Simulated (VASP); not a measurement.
# Ba (I4/mmm) in VASP: a series of runs

Runs on Ba. Level: PBE. Tasks: single point.

Everything below comes from runs of VASP 6.6.1. Logs are shortened: lines on timing, memory, paths and dates and some standing lists are left out, and cuts for length are marked.

## 1. The cell of the first run

The structure is tetragonal, space group I4/mmm (No. 139). Conventional cell: a = 5.400 Å, b = 5.400 Å, c = 5.200 Å, α = 90.00°, β = 90.00°, γ = 90.00°.

## 2. Single point, PBE (strain +0.080 along x and y, +0.040 along z)

File INCAR:

```
SYSTEM = Ba
PREC = Accurate ; ENCUT = 520
EDIFF = 1E-6 ; ISMEAR = 0
SIGMA = 0.15 ; LREAL = .False.
LASPH = .True. ; NELM = 100
ALGO = Fast ; ISIF = 2
LWAVE = .False. ; LCHARG = .False.
GGA = PE ; NBANDS = 11
```

File KPOINTS:

```
regular mesh
0
Gamma
  14 14 14
  0 0 0
```

File POSCAR:

```
Ba
1.0
   -2.7000000000      2.7000000000      2.6000000000
    2.7000000000     -2.7000000000      2.6000000000
    2.7000000000      2.7000000000     -2.6000000000
Ba
1
Direct
    0.0000000000      0.0000000000      0.0000000000
```

Potentials or basis: VASP PAW PBE potentials, release 64 (Ba_sv).

The run is started by

```sh
$ cat potpaw_PBE.64/Ba_sv/POTCAR > POTCAR
$ mpirun -np 1 vasp_std > vasp.out
```

OUTCAR:

```text
SYSTEM = Ba
   PREC = Accurate
   ENCUT = 520
   EDIFF = 1E-6
   ISMEAR = 0
   LREAL = .False.
   LASPH = .True.
   NELM = 100
   ISIF = 2
   GGA = PE

 ion  position               nearest neighbor table
   1  0.000  0.000  0.000-

  LATTYP: Found a body centered tetragonal cell.
 ALAT       =     5.4000000000
 C/A-ratio  =     0.9629629630

  Lattice vectors:

 A1 = (  -2.7000000000,   2.7000000000,   2.6000000000)
 A2 = (   2.7000000000,  -2.7000000000,   2.6000000000)
 A3 = (   2.7000000000,   2.7000000000,  -2.6000000000)

Analysis of symmetry for initial positions (statically):
=====================================================================
 Subroutine PRICEL returns:
 Original cell was already a primitive cell.

 Routine SETGRP: Setting up the symmetry group for a
 body centered tetragonal supercell.

 Subroutine GETGRP returns: Found 16 space group operations
 (whereof 16 operations were pure point group operations)
 out of a pool of 16 trial point group operations.

The static configuration has the point symmetry D_4h.

Analysis of symmetry for dynamics (positions and initial velocities):
=====================================================================
 Subroutine PRICEL returns:
 Original cell was already a primitive cell.

 Routine SETGRP: Setting up the symmetry group for a
 body centered tetragonal supercell.

 Subroutine GETGRP returns: Found 16 space group operations
 (whereof 16 operations were pure point group operations)
 out of a pool of 16 trial point group operations.

The dynamic configuration has the point symmetry D_4h.

 Subroutine INISYM returns: Found 16 space group operations
 (whereof 16 operations are pure point group operations),
 and found     1 'primitive' translations

----------------------------------------------------------------------------------------

                                     Primitive cell

  volume of cell :      75.8160

  direct lattice vectors                    reciprocal lattice vectors
    -2.700000000  2.700000000  2.600000000     0.000000000  0.185185185  0.192307692
     2.700000000 -2.700000000  2.600000000     0.185185185  0.000000000  0.192307692
     2.700000000  2.700000000 -2.600000000     0.185185185  0.185185185  0.000000000

  length of vectors
     4.619523785  4.619523785  4.619523785     0.266975282  0.266975282  0.261891400

  position of ions in fractional coordinates (direct lattice)
     0.000000000  0.000000000  0.000000000

  ion indices of the primitive-cell ions
   primitive index   ion index
                 1           1

----------------------------------------------------------------------------------------

 KPOINTS: regular mesh

Automatic generation of k-mesh.
 Grid dimensions read from file:
 generate k-points for:   14   14   14

 Generating k-lattice:

  Cartesian coordinates                     Fractional coordinates (reciprocal lattice)
     0.000000000  0.013227513  0.013736264     0.071428571  0.000000000 -0.000000000
     0.013227513  0.000000000  0.013736264     0.000000000  0.071428571 -0.000000000
     0.013227513  0.013227513  0.000000000     0.000000000  0.000000000  0.071428571

  Length of vectors
     0.019069663  0.019069663  0.018706529

  Shift w.r.t. Gamma in fractional coordinates (k-lattice)
     0.000000000  0.000000000  0.000000000

 Subroutine IBZKPT returns following result:
 ===========================================

 Found    244 irreducible k-points:

 Following reciprocal coordinates:
            Coordinates               Weight
  0.000000  0.000000  0.000000      1.000000
  0.071429  0.000000 -0.000000      8.000000
  0.142857  0.000000  0.000000      8.000000
  0.214286  0.000000  0.000000      8.000000
  0.285714  0.000000  0.000000      8.000000
  0.357143  0.000000 -0.000000      8.000000
[... 16 lines left out ...]
  0.214286  0.142857 -0.000000     16.000000
  0.285714  0.142857  0.000000     16.000000
 [... further k-points ...]
   k-points           NKPTS =    244   k-points in BZ     NKDIM =    244   number of bands    NBANDS=     11
   number of dos      NEDOS =    301   number of ions     NIONS =      1
   total plane-waves  NPLWV =  46656
   dimension x,y,z NGX =    36 NGY =   36 NGZ =   36
   dimension x,y,z NGXF=    72 NGYF=   72 NGZF=   72
   ions per type =               1
   NGX,Y,Z   is equivalent  to a cutoff of  12.96, 12.96, 12.96 a.u.
   NGXF,Y,Z  is equivalent  to a cutoff of  25.91, 25.91, 25.91 a.u.
 SYSTEM =  Ba
   PREC   = accura    normal or accurate (medium, high low for compatibility)
   ISTART =      0    job   : 0-new  1-cont  2-samecut
   ICHARG =      2    charge: 1-file 2-atom 10-const
   ISPIN  =      1    spin polarized calculation?
   LNONCOLLINEAR =      F non collinear calculations
   LSORBIT =      F    spin-orbit coupling
   LASPH  =      T    aspherical Exc in radial PAW
   ENCUT  =  520.0 eV  38.22 Ry    6.18 a.u.   8.59  8.59  8.59*2*pi/ulx,y,z
   NELM   =    100;   NELMIN=  2; NELMDL= -5     # of ELM steps
   EDIFF  = 0.1E-05   stopping-criterion for ELM
   LREAL  =      F    real-space projection
   EDIFFG = 0.1E-04   stopping-criterion for IOM
   NSW    =      0    number of steps for IOM
   IBRION =     -1    ionic relax: 0-MD 1-quasi-New 2-CG
   NFREE  =      0    steps in history (QN), initial steepest desc. (CG)
   ISIF   =      2    stress and relaxation
   ISYM   =      2    0-nonsym 1-usesym 2-fastsym
   POTIM  = 0.5000    time-step for ionic-motion
   TEBEG  =    0.0;   TEEND  =   0.0 temperature during run
   PSTRESS=    0.0 pullay stress
   NELECT =      10.0000    total number of electrons
   NUPDOWN=      -1.0000    fix difference up-down
   EMIN   =  10.00;   EMAX   =-10.00  energy-range for DOS
   EFERMI =   0.00;   METHOD = LEGACY
   ISMEAR =     0;   SIGMA  =   0.15  broadening in eV -4-tet -1-fermi 0-gaus
   EFERMI_NEDOS =   21; number of points for ismear=-14 and -15
   IALGO  =     68    algorithm
   IMIX   =      4    mixing-type and parameters
     AMIX     =   0.40;   BMIX     =  1.00
     AMIX_MAG =   1.60;   BMIX_MAG =  1.00
  volume/ion in A,a.u.               =      75.82       511.63
  Fermi-wavevector in a.u.,A,eV,Ry     =   0.833338  1.574781  9.448597  0.694452
  Thomas-Fermi vector in A             =   1.946545
   LORBIT       =      0    0 simple, 1 ext, 2 COOP (PROOUT), +10 PAW based schemes
   GGA     = PE    functional components
   LHFCALC =     F    Hartree Fock is set to
   AEXX    =    0.0000 exact exchange contribution
   IVDW    =     0    specifies the selected vdW correction
   LEPSILON=     F    determine dielectric tensor
   LRPA    =     F    only Hartree local field effects (RPA)
 non-spin polarized calculation
 RMM-DIIS sequential band-by-band and
 Gauss-broadening in eV      SIGMA  =   0.15
  energy-cutoff  :      520.00
  volume of cell :       75.82
 maximum number of plane-waves:      2064
   NGX = 17   NGY = 17   NGZ = 17

 number of electron      10.0000000 magnetization

 Free energy of the ion-electron system (eV)
  ---------------------------------------------------
  ext. energy  EPLUGINS =         0.00000000
  ---------------------------------------------------
  free energy    TOTEN  =        -1.86395822 eV

  energy without entropy =       -1.84908397  energy(sigma->0) =       -1.85652109

 E-fermi :   1.0939     XC(G=0):  -6.8448

 val. band max:        1.0866650708   @ k =  -0.3571  -0.4286   0.2143
 cond. band min:       1.0974607434   @ k =  -0.4286  -0.4286   0.2143
 fundamental gap:      0.0107956726
 Fermi energy:         1.0939478752

 k-point     1 :       0.0000    0.0000    0.0000
  band No.  band energies     occupation
      1     -28.1474      2.00000
      2     -13.1700      2.00000
      3     -13.1700      2.00000
      4     -13.1682      2.00000
      5      -1.5480      2.00000
      6       2.5750      0.00000
      7       2.7638      0.00000
      8       2.7638      0.00000
      9       3.7290      0.00000
     10       3.9990      0.00000
     11       7.4032      0.00000

 k-point     2 :       0.0714    0.0000   -0.0000
  band No.  band energies     occupation
      1     -28.1465      2.00000
      2     -13.1819      2.00000
      3     -13.1742      2.00000
      4     -13.1692      2.00000
      5      -1.4691      2.00000
      6       2.5616      0.00000
      7       2.7267      0.00000
      8       2.7891      0.00000
      9       3.7045      0.00000
     10       3.9227      0.00000
     11       7.5602      0.00000

 k-point     3 :       0.1429    0.0000    0.0000
  band No.  band energies     occupation
      1     -28.1439      2.00000
      2     -13.2172      2.00000
      3     -13.1860      2.00000
      4     -13.1698      2.00000
      5      -1.2405      2.00000
      6       2.4247      0.00000
      7       2.5713      0.00000
      8       2.9876      0.00000
      9       3.6492      0.00000
     10       3.8493      0.00000
     11       7.7806      0.00000

 k-point     4 :       0.2143    0.0000    0.0000
  band No.  band energies     occupation
      1     -28.1401      2.00000
      2     -13.2674      2.00000
      3     -13.2030      2.00000
      4     -13.1705      2.00000
      5      -0.8883      2.00000
      6       2.2181      0.00000
      7       2.2913      0.00000
      8       3.3570      0.00000
      9       3.6779      0.00000
     10       3.8643      0.00000
     11       7.7313      0.00000

 k-point     5 :       0.2857    0.0000    0.0000
  band No.  band energies     occupation
      1     -28.1360      2.00000
      2     -13.3221      2.00000
      3     -13.2218      2.00000
      4     -13.1713      2.00000
      5      -0.4633      2.00000
      6       2.0110      0.00000
      7       2.0136      0.00000
      8       3.7782      0.00000
      9       3.8611      0.00000
     10       3.9563      0.00000
     11       7.2620      0.00000
[... 211 lines left out ...]
 k-point    21 :      -0.0714    0.0714    0.0000
  band No.  band energies     occupation
      1     -28.1465      2.00000
      2     -13.1828      2.00000
      3     -13.1721      2.00000
      4     -13.1698      2.00000
      5      -1.4722      2.00000
      6       2.5503      0.00000
      7       2.7069      0.00000
      8       2.8404      0.00000
      9       3.6324      0.00000
     10       3.9874      0.00000
     11       7.4920      0.00000

 k-point    22 :       0.1429    0.1429    0.0000
  band No.  band energies     occupation
      1     -28.1381      2.00000
      2     -13.2908      2.00000
      3     -13.2038      2.00000
      4     -13.1835      2.00000
      5      -0.6751      2.00000
      6       2.1334      0.00000
      7       2.1377      0.00000
      8       3.5157      0.00000
      9       3.5762      0.00000
     10       4.0777      0.00000
     11       7.9386      0.00000

 k-point    23 :       0.2143    0.1429   -0.0000
  band No.  band energies     occupation
      1     -28.1343      2.00000
      2     -13.3330      2.00000
      3     -13.2246      2.00000
      4     -13.1872      2.00000
      5      -0.2560      2.00000
      6       1.8734      0.00000
      7       1.9775      0.00000
      8       3.5435      0.00000
      9       4.0646      0.00000
     10       4.2489      0.00000
     11       7.2005      0.00000

 k-point    24 :       0.2857    0.1429    0.0000
  band No.  band energies     occupation
      1     -28.1310      2.00000
      2     -13.3686      2.00000
      3     -13.2465      2.00000
      4     -13.1886      2.00000
      5       0.1586      2.00000
      6       1.6947      0.00000
      7       1.8568      0.00000
      8       3.6407      0.00000
      9       4.3411      0.00000
     10       4.6407      0.00000
     11       6.5154      0.00000

 [... further k-points ...]

------------------------ aborting loop because EDIFF is reached ----------------------------------------

  FORCE on cell =-STRESS in cart. coord.  units (eV):
  Direction    XX          YY          ZZ          XY          YZ          ZX
  --------------------------------------------------------------------------------------
  -------------------------------------------------------------------------------------
  Total       -0.5757143     -0.5757143     -0.5206273      0.0000000      0.0000000      0.0000000
  in kB      -12.1662503    -12.1662503    -11.0021276      0.0000000      0.0000000      0.0000000
  external PRESSURE =     -11.7782094 kB  Pullay stress =       0.0000000 kB

 VOLUME and BASIS-vectors are now :
 -----------------------------------------------------------------------------
  energy-cutoff  :      520.00
  volume of cell :       75.82
      direct lattice vectors                 reciprocal lattice vectors
    -2.700000000  2.700000000  2.600000000     0.000000000  0.185185185  0.192307692
     2.700000000 -2.700000000  2.600000000     0.185185185  0.000000000  0.192307692
     2.700000000  2.700000000 -2.600000000     0.185185185  0.185185185  0.000000000

 POSITION                                       TOTAL-FORCE (eV/Angst)
 -----------------------------------------------------------------------------------
      0.00000      0.00000      0.00000         0.000000      0.000000      0.000000
 -----------------------------------------------------------------------------------
    total drift:                               -0.000000      0.000000      0.000000

  FREE ENERGIE OF THE ION-ELECTRON SYSTEM (eV)
  ---------------------------------------------------
  free  energy   TOTEN  =        -1.8639582155 eV

  energy  without entropy=       -1.8490839714  energy(sigma->0) =       -1.85652109
```

It took 3.1 min on 1 thread of Oxide Virtual Turin-like, shared host; peak memory 0.32 GiB.

Results:

```
Free energy            : -1.8640 eV
Pressure               : -1.2 GPa
Band gap on the k mesh : zero (band 5 reaches 1.42 eV, above the bottom of band 6 at 0.78 eV)
```

Caveat: the cell differs from its parent crystal (strain +0.080 along x and y, +0.040 along z); spin-orbit coupling is left out, which moves the levels of the heavy elements.

## 3. Single point, PBE (strain -0.080 along x and y, -0.040 along z)

File INCAR:

```
SYSTEM = Ba
ALGO = Fast
EDIFF = 1E-6
ENCUT = 520
GGA = PE
ISIF = 2
ISMEAR = 0
LASPH = .TRUE.
LCHARG = .FALSE.
LREAL = .FALSE.
LWAVE = .FALSE.
NBANDS = 11
NELM = 80
PREC = Accurate
SIGMA = 0.15
```

File KPOINTS:

```
k-points
0
G
  14 14 14
  0 0 0
```

File POSCAR:

```
Ba
1.0
   -2.3000000000      2.3000000000      2.4000000000
    2.3000000000     -2.3000000000      2.4000000000
    2.3000000000      2.3000000000     -2.4000000000
Ba
1
Direct
    0.0000000000      0.0000000000      0.0000000000
```

Potentials or basis: VASP PAW PBE potentials, release 64 (Ba_sv).

The run is started by

```sh
$ cat potpaw_PBE.64/Ba_sv/POTCAR > POTCAR
$ mpirun -np 1 vasp_std > vasp.out
```

It took 1.7 min on 1 thread of Oxide Virtual Turin-like, shared host; peak memory 0.23 GiB.

Results (log left out):

- Free energy: -1.8177 eV
- Pressure: 2.8 GPa
- Band gap on the k mesh: zero (band 5 reaches 3.03 eV, above the bottom of band 6 at 1.58 eV)

Stress tensor (GPa, compression positive):
```
2.86 0.00 0.00
0.00 2.86 0.00
0.00 0.00 2.58
```

Levels at points of the mesh, in eV from the Fermi level:
| k point | band 2 | band 3 | band 4 | band 5 | band 6 | band 7 | band 8 | band 9 |
| --- | --- | --- | --- | --- | --- | --- | --- | --- |
| (0.00, 0.00, 0.00) | -13.33 | -13.33 | -13.33 | -2.79 | 1.98 | 1.98 | 2.29 | 3.55 |
| (0.50, 0.00, 0.00) | -14.23 | -13.60 | -13.34 | -1.04 | 0.75 | 2.01 | 3.65 | 4.55 |
| (0.50, 0.50, 0.00) | -14.22 | -13.63 | -13.37 | -1.05 | 0.43 | 2.18 | 4.17 | 4.72 |
| (0.50, 0.50, 0.50) | -13.98 | -13.91 | -13.91 | -0.94 | -0.85 | 5.25 | 5.72 | 5.73 |

Caveat: the cell differs from its parent crystal (strain -0.080 along x and y, -0.040 along z); spin-orbit coupling is left out, which moves the levels of the heavy elements.
